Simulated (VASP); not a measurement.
Set up this calculation in VASP 6.6.1, as the native input.

```yaml
Task: single point
Functional: r2SCAN
Potentials_or_basis: VASP PAW PBE potentials, release 64 (Ga_d, As)
Cutoff: 520 eV
k_mesh: 6 × 6 × 6
Occupations: gaussian, width 0.01 eV
Spin: no spin polarisation
Dipole_correction: no
Further_INCAR_settings: ALGO = Normal; EDIFF = 1e-06; NBANDS = 16
```

The system is GaAs.

```
Ga As
1.0
     0.00000    2.82665    2.82665
     2.82665    0.00000    2.82665
     2.82665    2.82665    0.00000
Ga As
1 1
Direct
  0.00000 0.00000 0.00000
  0.25000 0.25000 0.25000
```

The input as run:

POSCAR

```
GaAs
1.0
    0.0000000000      2.8266500000      2.8266500000
    2.8266500000      0.0000000000      2.8266500000
    2.8266500000      2.8266500000      0.0000000000
Ga As
1 1
Direct
    0.0000000000      0.0000000000      0.0000000000
    0.2500000000      0.2500000000      0.2500000000
```

INCAR.step1

```
SYSTEM = GaAs
PREC = Accurate ; ENCUT = 520
ISMEAR = 0 ; SIGMA = 0.01
LREAL = .FALSE. ; LASPH = .TRUE.
NELM = 80 ; NBANDS = 16
GGA = PE ; ALGO = Normal
EDIFF = 1E-4 ; LWAVE = .TRUE.
LCHARG = .FALSE.
```

INCAR.step2

```
SYSTEM = GaAs
PREC = Accurate ; ENCUT = 520
EDIFF = 1E-6 ; ISMEAR = 0
SIGMA = 0.01 ; LREAL = .FALSE.
LASPH = .TRUE. ; NELM = 80
ALGO = Normal ; ISIF = 2
LWAVE = .FALSE. ; LCHARG = .FALSE.
METAGGA = R2SCAN ; LMIXTAU = .TRUE.
NBANDS = 16 ; ISTART = 1
```

KPOINTS

```
Automatic mesh
0
G
  6 6 6
  0 0 0
```

Potentials or basis: VASP PAW PBE potentials, release 64 (Ga_d, As).

Run with:

```bash
$ cat potpaw_PBE.64/Ga_d/POTCAR potpaw_PBE.64/As/POTCAR > POTCAR
$ cp INCAR.step1 INCAR
$ mpirun -np 1 vasp_std > vasp.out
$ cp INCAR.step2 INCAR
$ mpirun -np 1 vasp_std > vasp.out
```

It gave:

```yaml
Pressure: 0.6 GPa
Band_gap_on_the_k_mesh: 1.00 eV, direct
```

Caveat: the PAW data sets were made with another functional, which shifts forces and pressure a little.

It took 26 s on 1 thread of Intel(R) Xeon(R) 6975P-C (Granite Rapids), on a shared host, peak memory 0.17 GiB.
